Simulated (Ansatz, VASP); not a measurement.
Two plane-wave programs on PbSe

Contents of INCAR:

```
SYSTEM = PbSe
PREC     = Accurate       ! precision mode
ENCUT    = 500            ! plane-wave cutoff, eV
EDIFF    = 1E-6           ! SCF threshold, eV
ISMEAR   = 0              ! smearing method
SIGMA    = 0.05           ! smearing width, eV
LREAL    = .False.        ! projectors in reciprocal space
LASPH    = .True.         ! aspherical terms in the spheres
NELM     = 120            ! most SCF steps
ALGO     = Normal         ! electronic algorithm
ISIF     = 2              ! what is computed and relaxed
LWAVE    = .False.        ! write WAVECAR
LCHARG   = .False.        ! write CHGCAR
GGA      = RE             ! functional
IVDW     = 13             ! dispersion correction
NBANDS   = 17             ! bands
GGA_COMPAT= .False.
```

File KPOINTS:

```
Automatic mesh
0
Gamma
  6 6 6
  0 0 0
```

Contents of POSCAR:

```
PbSe
1.0
    0.0000000000      3.0621516472      3.0621516472
    3.0621516472      0.0000000000      3.0621516472
    3.0621516472      3.0621516472      0.0000000000
Pb Se
1 1
Direct
    0.5000000000      0.5000000000      0.5000000000
    0.0000000000      0.0000000000      0.0000000000
```

Input for Ansatz:

```yaml
crystal:
  lattice:
    - [0.0, 3.0621516472, 3.0621516472]
    - [3.0621516472, 0.0, 3.0621516472]
    - [3.0621516472, 3.0621516472, 0.0]
  atoms:
    - { symbol: Pb, position: [0.5, 0.5, 0.5] }
    - { symbol: Se, position: [0.0, 0.0, 0.0] }
basis:
  ecutwfc: 420
  ecutrho_ratio: 4
kpoints:
  mp_grid: { grid: [6, 6, 6] }
hamiltonian:
  xc: revpbe
  dispersion: d4
scf:
  occupations: { method: gaussian, width: 0.05 }
output:
  forces: true
  stress: true
  eigenvalues: true
```

Alike in both runs: task single point; functional revPBE; dispersion D4; k mesh 6 × 6 × 6; occupations gaussian, width 0.05 eV; no spin polarisation.

|  | VASP | Ansatz |
| --- | --- | --- |
| version | VASP 6.6.1 | Ansatz 0.2.0 |
| potentials or method | VASP PAW PBE potentials, release 64 (Pb_d, Se), cutoff 500 eV | scalar-relativistic, plane waves, PAW |
| valence electrons in the cell | 20 | 30 |

```tsv
	VASP	Ansatz	Ansatz less VASP
gap on the k mesh at the Fermi level (eV)	0.36	0.35	-0.005
least direct gap on the mesh (eV)	0.36	0.35	-0.005
pressure (GPa)	0.2	0.2	+0.02
```

VASP's potentials were made for PBE, not for revPBE. VASP's potentials hold 20 valence electrons a cell and Ansatz's 30, so a difference there can come from the potentials and not from the codes.

Spin-orbit coupling is off throughout.
